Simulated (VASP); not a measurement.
# VMoSe4 (P-3m1) in VASP: single point with PBE

Aim: the single point of VMoSe4 with PBE.

All numbers are computed with VASP 6.6.1; they aren't measurements. Logs are shortened: lines on timing, memory, paths and dates and some standing lists are left out, and cuts for length are marked.

### 1 The cell of the first run

Symmetry: P-3m1, No. 164, trigonal system. The conventional cell has a = 3.314 Å, b = 3.314 Å, c = 14.223 Å, α = 90.00°, β = 90.00°, γ = 120.00°. V (site symmetry -3m) has 6 Se at 2.48 Å within 3.3 Å. Within 3.4 Å of Mo (site symmetry -3m) lie 6 Se at 2.56 Å and 6 Mo at 3.31 Å. Se (site symmetry 3m) has 3 V at 2.48 Å within 3.3 Å. Within 3.4 Å of Se (site symmetry 3m) lie 3 Mo at 2.56 Å and 6 Se at 3.31 Å.

### 2 Single point, PBE

File INCAR:

```
SYSTEM = VMoSe4
PREC = Accurate
ENCUT = 520
EDIFF = 1E-7
ISMEAR = 0
SIGMA = 0.1
LREAL = .FALSE.
LASPH = .TRUE.
NELM = 80
ALGO = Normal
ISIF = 2
LWAVE = .FALSE.
LCHARG = .FALSE.
GGA = PE
NBANDS = 34
```

File KPOINTS:

```
Automatic mesh
0
G
  12 12 4
  0 0 0
```

File POSCAR:

```
VMoSe4
1.0
    3.3139433004      0.0000000000      0.0000000000
   -1.6569716502      2.8699590849      0.0000000000
    0.0000000000      0.0000000000     14.2229691943
V Mo Se
1 1 4
Direct
    0.0000000000      0.0000000000      0.0000000000
    0.0000000000      0.0000000000      0.5000000000
    0.3333333333      0.6666666667      0.1113907225
    0.3333333333      0.6666666667      0.6198538966
    0.6666666667      0.3333333333      0.3801461034
    0.6666666667      0.3333333333      0.8886092775
```

Potentials or basis: VASP PAW PBE potentials, release 64 (V_sv, Mo_sv, Se).

Launch:

```bash
$ cat potpaw_PBE.64/V_sv/POTCAR potpaw_PBE.64/Mo_sv/POTCAR potpaw_PBE.64/Se/POTCAR > POTCAR
$ mpirun -np 1 vasp_std > vasp.out
```

OUTCAR:

```text
SYSTEM = VMoSe4
   PREC = Accurate
   ENCUT = 520
   EDIFF = 1E-7
   ISMEAR = 0
   LREAL = .FALSE.
   LASPH = .TRUE.
   NELM = 80
   ISIF = 2
   GGA = PE

 ion  position               nearest neighbor table
   1  0.000  0.000  0.000-   3 2.48   6 2.48   6 2.48   3 2.48   6 2.48   3 2.48
   2  0.000  0.000  0.500-   4 2.56   5 2.56   5 2.56   4 2.56   5 2.56   4 2.56
   3  0.333  0.667  0.111-   1 2.48   1 2.48   1 2.48
   4  0.333  0.667  0.620-   2 2.56   2 2.56   2 2.56
   5  0.667  0.333  0.380-   2 2.56   2 2.56   2 2.56
   6  0.667  0.333  0.889-   1 2.48   1 2.48   1 2.48

  LATTYP: Found a hexagonal cell.
 ALAT       =     3.3139433004
 C/A-ratio  =     4.2918565301

  Lattice vectors:

 A1 = (   3.3139433004,   0.0000000000,   0.0000000000)
 A2 = (  -1.6569716502,   2.8699590849,   0.0000000000)
 A3 = (   0.0000000000,   0.0000000000,  14.2229691943)

Analysis of symmetry for initial positions (statically):
=====================================================================
 Subroutine PRICEL returns:
 Original cell was already a primitive cell.

 Routine SETGRP: Setting up the symmetry group for a
 hexagonal supercell.

 Subroutine GETGRP returns: Found 12 space group operations
 (whereof 12 operations were pure point group operations)
 out of a pool of 24 trial point group operations.

The static configuration has the point symmetry D_3d.

Analysis of symmetry for dynamics (positions and initial velocities):
=====================================================================
 Subroutine PRICEL returns:
 Original cell was already a primitive cell.

 Routine SETGRP: Setting up the symmetry group for a
 hexagonal supercell.

 Subroutine GETGRP returns: Found 12 space group operations
 (whereof 12 operations were pure point group operations)
 out of a pool of 24 trial point group operations.

The dynamic configuration has the point symmetry D_3d.

 Subroutine INISYM returns: Found 12 space group operations
 (whereof 12 operations are pure point group operations),
 and found     1 'primitive' translations

----------------------------------------------------------------------------------------

                                     Primitive cell

  volume of cell :     135.2730

  direct lattice vectors                    reciprocal lattice vectors
     3.313943300  0.000000000  0.000000000     0.301755314  0.174218512  0.000000000
    -1.656971650  2.869959085  0.000000000     0.000000000  0.348437023  0.000000000
     0.000000000  0.000000000 14.222969194     0.000000000  0.000000000  0.070308807

  length of vectors
     3.313943300  3.313943300 14.222969194     0.348437023  0.348437023  0.070308807

  position of ions in fractional coordinates (direct lattice)
     0.000000000  0.000000000  0.000000000
     0.000000000  0.000000000  0.500000000
     0.333333333  0.666666667  0.111390722
     0.333333333  0.666666667  0.619853897
     0.666666667  0.333333333  0.380146103
     0.666666667  0.333333333  0.888609278

  ion indices of the primitive-cell ions
   primitive index   ion index
                 1           1
                 2           2
                 3           3
                 4           4
                 5           5
                 6           6

----------------------------------------------------------------------------------------

 KPOINTS: Automatic mesh

Automatic generation of k-mesh.
 Grid dimensions read from file:
 generate k-points for:   12   12    4

 Generating k-lattice:

  Cartesian coordinates                     Fractional coordinates (reciprocal lattice)
     0.025146276  0.014518209  0.000000000     0.083333333 -0.000000000  0.000000000
     0.000000000  0.029036419  0.000000000     0.000000000  0.083333333  0.000000000
     0.000000000  0.000000000  0.017577202     0.000000000  0.000000000  0.250000000

  Length of vectors
     0.029036419  0.029036419  0.017577202

  Shift w.r.t. Gamma in fractional coordinates (k-lattice)
     0.000000000  0.000000000  0.000000000

 Subroutine IBZKPT returns following result:
 ===========================================

 Found     69 irreducible k-points:

 Following reciprocal coordinates:
            Coordinates               Weight
  0.000000  0.000000  0.000000      1.000000
  0.083333  0.000000  0.000000      6.000000
  0.166667  0.000000  0.000000      6.000000
  0.250000 -0.000000  0.000000      6.000000
  0.333333 -0.000000  0.000000      6.000000
  0.416667 -0.000000  0.000000      6.000000
[... 16 lines left out ...]
  0.166667  0.000000  0.250000      6.000000
  0.000000  0.166667  0.250000      6.000000
 [... further k-points ...]
   k-points           NKPTS =     69   k-points in BZ     NKDIM =     69   number of bands    NBANDS=     34
   number of dos      NEDOS =    301   number of ions     NIONS =      6
   total plane-waves  NPLWV =  84672
   dimension x,y,z NGX =    28 NGY =   28 NGZ =  108
   dimension x,y,z NGXF=    56 NGYF=   56 NGZF=  216
   ions per type =               1   1   4
   NGX,Y,Z   is equivalent  to a cutoff of  14.05, 14.05, 12.62 a.u.
   NGXF,Y,Z  is equivalent  to a cutoff of  28.09, 28.09, 25.25 a.u.
 SYSTEM =  VMoSe4
   PREC   = accura    normal or accurate (medium, high low for compatibility)
   ISTART =      0    job   : 0-new  1-cont  2-samecut
   ICHARG =      2    charge: 1-file 2-atom 10-const
   ISPIN  =      1    spin polarized calculation?
   LNONCOLLINEAR =      F non collinear calculations
   LSORBIT =      F    spin-orbit coupling
   LASPH  =      T    aspherical Exc in radial PAW
   ENCUT  =  520.0 eV  38.22 Ry    6.18 a.u.   6.16  6.16 26.45*2*pi/ulx,y,z
   NELM   =     80;   NELMIN=  2; NELMDL= -5     # of ELM steps
   EDIFF  = 0.1E-06   stopping-criterion for ELM
   LREAL  =      F    real-space projection
   EDIFFG = 0.1E-05   stopping-criterion for IOM
   NSW    =      0    number of steps for IOM
   IBRION =     -1    ionic relax: 0-MD 1-quasi-New 2-CG
   NFREE  =      0    steps in history (QN), initial steepest desc. (CG)
   ISIF   =      2    stress and relaxation
   ISYM   =      2    0-nonsym 1-usesym 2-fastsym
   POTIM  = 0.5000    time-step for ionic-motion
   TEBEG  =    0.0;   TEEND  =   0.0 temperature during run
   PSTRESS=    0.0 pullay stress
   NELECT =      51.0000    total number of electrons
   NUPDOWN=      -1.0000    fix difference up-down
   EMIN   =  10.00;   EMAX   =-10.00  energy-range for DOS
   EFERMI =   0.00;   METHOD = LEGACY
   ISMEAR =     0;   SIGMA  =   0.10  broadening in eV -4-tet -1-fermi 0-gaus
   EFERMI_NEDOS =   21; number of points for ismear=-14 and -15
   IALGO  =     38    algorithm
   IMIX   =      4    mixing-type and parameters
     AMIX     =   0.40;   BMIX     =  1.00
     AMIX_MAG =   1.60;   BMIX_MAG =  1.00
  volume/ion in A,a.u.               =      22.55       152.14
  Fermi-wavevector in a.u.,A,eV,Ry     =   1.182664  2.234910 19.030374  1.398693
  Thomas-Fermi vector in A             =   2.318913
   LORBIT       =      0    0 simple, 1 ext, 2 COOP (PROOUT), +10 PAW based schemes
   GGA     = PE    functional components
   LHFCALC =     F    Hartree Fock is set to
   AEXX    =    0.0000 exact exchange contribution
   IVDW    =     0    specifies the selected vdW correction
   LEPSILON=     F    determine dielectric tensor
   LRPA    =     F    only Hartree local field effects (RPA)
 non-spin polarized calculation
 Gauss-broadening in eV      SIGMA  =   0.10
  energy-cutoff  :      520.00
  volume of cell :      135.27
 maximum number of plane-waves:      3678
 NGX is ok and might be reduce to    28
   NGX = 13   NGY = 13   NGZ = 53

 number of electron      51.0000002 magnetization

 Free energy of the ion-electron system (eV)
  ---------------------------------------------------
  ext. energy  EPLUGINS =         0.00000000
  ---------------------------------------------------
  free energy    TOTEN  =       -37.37594194 eV

  energy without entropy =      -37.35436252  energy(sigma->0) =      -37.36515223

 E-fermi :   4.9196     XC(G=0):  -9.7727

 val. band max:        4.9079739094   @ k =   0.2500   0.2500   0.0000
 cond. band min:       4.9221696755   @ k =   0.0833   0.0833   0.0000
 fundamental gap:      0.0141957661
 Fermi energy:         4.9196184877

 k-point     1 :       0.0000    0.0000    0.0000
  band No.  band energies     occupation
      1     -59.7306      2.00000
      2     -56.7185      2.00000
      3     -33.5820      2.00000
      4     -33.5820      2.00000
      5     -33.4964      2.00000
      6     -30.7815      2.00000
[... 26 lines left out ...]
     33       8.3241      0.00000
     34       8.3241      0.00000

 k-point     2 :       0.0833    0.0000    0.0000
  band No.  band energies     occupation
      1     -59.7300      2.00000
      2     -56.7171      2.00000
      3     -33.5882      2.00000
      4     -33.5834      2.00000
      5     -33.4951      2.00000
      6     -30.7782      2.00000
[... 26 lines left out ...]
     33       8.0615      0.00000
     34       8.2231      0.00000

 k-point     3 :       0.1667    0.0000    0.0000
  band No.  band energies     occupation
      1     -59.7284      2.00000
      2     -56.7131      2.00000
      3     -33.6052      2.00000
      4     -33.5874      2.00000
      5     -33.4916      2.00000
      6     -30.7927      2.00000
[... 26 lines left out ...]
     33       7.9432      0.00000
     34       8.0457      0.00000
[... 704 lines left out ...]
 k-point    23 :       0.1667    0.0000    0.2500
  band No.  band energies     occupation
      1     -59.7284      2.00000
      2     -56.7131      2.00000
      3     -33.6052      2.00000
      4     -33.5874      2.00000
      5     -33.4917      2.00000
      6     -30.7927      2.00000
[... 26 lines left out ...]
     33       7.9338      0.00000
     34       8.0548      0.00000

 k-point    24 :       0.0000    0.1667    0.2500
  band No.  band energies     occupation
      1     -59.7284      2.00000
      2     -56.7131      2.00000
      3     -33.6052      2.00000
      4     -33.5874      2.00000
      5     -33.4917      2.00000
      6     -30.7927      2.00000
[... 26 lines left out ...]
     33       7.9369      0.00000
     34       8.0519      0.00000

 [... further k-points ...]
[... 5 lines left out ...]
  --------------------------------------------------------------------------------------
  -------------------------------------------------------------------------------------
  Total        0.1312302      0.1312302      0.1831810      0.0000000      0.0000000      0.0000000
  in kB        1.5542946      1.5542946      2.1696009      0.0000000      0.0000000      0.0000000
  external PRESSURE =       1.7593967 kB  Pullay stress =       0.0000000 kB

 VOLUME and BASIS-vectors are now :
 -----------------------------------------------------------------------------
  energy-cutoff  :      520.00
  volume of cell :      135.27
      direct lattice vectors                 reciprocal lattice vectors
     3.313943300  0.000000000  0.000000000     0.301755314  0.174218512  0.000000000
    -1.656971650  2.869959085  0.000000000     0.000000000  0.348437023  0.000000000
     0.000000000  0.000000000 14.222969194     0.000000000  0.000000000  0.070308807

 POSITION                                       TOTAL-FORCE (eV/Angst)
 -----------------------------------------------------------------------------------
      0.00000      0.00000      0.00000        -0.000000      0.000000      0.000000
      0.00000      0.00000      7.11148        -0.000000      0.000000      0.000000
     -0.00000      1.91331      1.58431         0.000000      0.000000      0.022424
     -0.00000      1.91331      8.81616         0.000000     -0.000000      0.032176
      1.65697      0.95665      5.40681         0.000000      0.000000     -0.032176
      1.65697      0.95665     12.63866        -0.000000     -0.000000     -0.022424
 -----------------------------------------------------------------------------------
    total drift:                               -0.000000     -0.000000      0.000000

  FREE ENERGIE OF THE ION-ELECTRON SYSTEM (eV)
  ---------------------------------------------------
  free  energy   TOTEN  =       -37.3759419438 eV

  energy  without entropy=      -37.3543625170  energy(sigma->0) =      -37.36515223
```

Run time: 7.2 min. Hardware: 1 thread of Intel Xeon Platinum 8375C at 2.90GHz (Ice Lake), shared host; peak memory 0.48 GiB.

What came out:

* Free energy: -37.3759 eV
* Pressure: 0.2 GPa
* Largest force: 0.032 eV/Å

Forces on the atoms (eV/Å):
```
V    0.000  0.000  0.000
Mo   0.000  0.000  0.000
Se   0.000  0.000  0.022
Se   0.000  0.000  0.032
Se   0.000  0.000 -0.032
Se   0.000  0.000 -0.022
```

Levels at points of the mesh, in eV from the Fermi level:
```csv
k point,band 22,band 23,band 24,band 25,band 26,band 27,band 28,band 29,band 30,band 31
"(0.00, 0.00, 0.00)",-0.79,-0.79,-0.02,-0.02,0.12,0.40,0.40,0.99,0.99,3.22
"(0.50, 0.00, 0.00)",-2.21,-2.02,-1.19,-0.87,-0.72,0.89,0.90,1.36,1.45,3.04
"(0.00, 0.00, 0.50)",-0.79,-0.79,-0.02,-0.02,0.11,0.40,0.40,0.99,0.99,3.22
"(0.50, 0.00, 0.50)",-2.38,-1.96,-1.19,-0.88,-0.72,0.89,0.90,1.36,1.45,3.08
```

Caveat: this functional lacks dispersion, which binds the layers, so the pressure and a relaxed spacing across them are unreliable; the run has no spin polarisation, though such a crystal can be magnetic. With open d or f shells a metallic result of PBE can be an artefact of self-interaction; +U or a hybrid may open a gap.
